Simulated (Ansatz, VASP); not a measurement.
**GaSb: VASP beside Ansatz**

POSCAR

```
GaSb
1.0
    0.0000000000      2.9825250000      2.9825250000
    2.9825250000      0.0000000000      2.9825250000
    2.9825250000      2.9825250000      0.0000000000
Ga Sb
1 1
Direct
    0.0000000000      0.0000000000      0.0000000000
    0.7500000000      0.7500000000      0.7500000000
```

INCAR.step1

```
PREC = Accurate ; ENCUT = 520
ISMEAR = 0 ; SIGMA = 0.05
LREAL = False ; LASPH = True
NELM = 100 ; NBANDS = 16
GGA = PE ; ALGO = Normal
EDIFF = 1E-4 ; LWAVE = True
LCHARG = False
```

The input INCAR.step2:

```
PREC = Accurate ; ENCUT = 520
EDIFF = 1E-7 ; ISMEAR = 0
SIGMA = 0.05 ; LREAL = False
LASPH = True ; NELM = 100
ALGO = Normal ; ISIF = 2
LWAVE = False ; LCHARG = False
METAGGA = R2SCAN ; LMIXTAU = True
NBANDS = 16 ; ISTART = 1
```

KPOINTS

```
Automatic mesh
0
Gamma
  10 10 10
```

Input for Ansatz:

```yaml
crystal:
  lattice:
    - [0.0, 2.982525, 2.982525]
    - [2.982525, 0.0, 2.982525]
    - [2.982525, 2.982525, 0.0]
  atoms:
    - { symbol: Ga, position: [0.0, 0.0, 0.0] }
    - { symbol: Sb, position: [0.75, 0.75, 0.75] }
basis:
  ecutwfc: 500
kpoints:
  mp_grid: { grid: [10, 10, 10] }
hamiltonian:
  xc: r2scan
scf:
  occupations: { method: gaussian, width: 0.05 }
output:
  forces: true
  stress: true
  eigenvalues: true
```

Change from the starting cell: strain -0.025 along x and y, -0.025 along z, atoms carried along.

Alike in both runs: task single point; functional r2SCAN; k mesh 10 × 10 × 10; occupations gaussian, width 0.05 eV; no spin polarisation.

|  | VASP | Ansatz |
| --- | --- | --- |
| version | VASP 6.6.1 | Ansatz 0.2.0 |
| potentials or method | VASP PAW PBE potentials, release 64 (Ga_d, Sb), cutoff 520 eV | scalar-relativistic, plane waves, PAW |
| valence electrons in the cell | 18 | 28 |

|  | VASP | Ansatz | Ansatz less VASP |
| --- | --- | --- | --- |
| gap on the k mesh at the Fermi level (eV) | 0.87 | 0.88 | +0.015 |
| least direct gap on the mesh (eV) | 1.04 | 1.06 | +0.016 |
| pressure (GPa) | 5.5 | 5.4 | -0.14 |

VASP's potentials were made for PBE, not for r2SCAN. VASP's potentials hold 18 valence electrons a cell and Ansatz's 28, so a difference there can come from the potentials and not from the codes.

Neither program's run includes spin-orbit coupling.
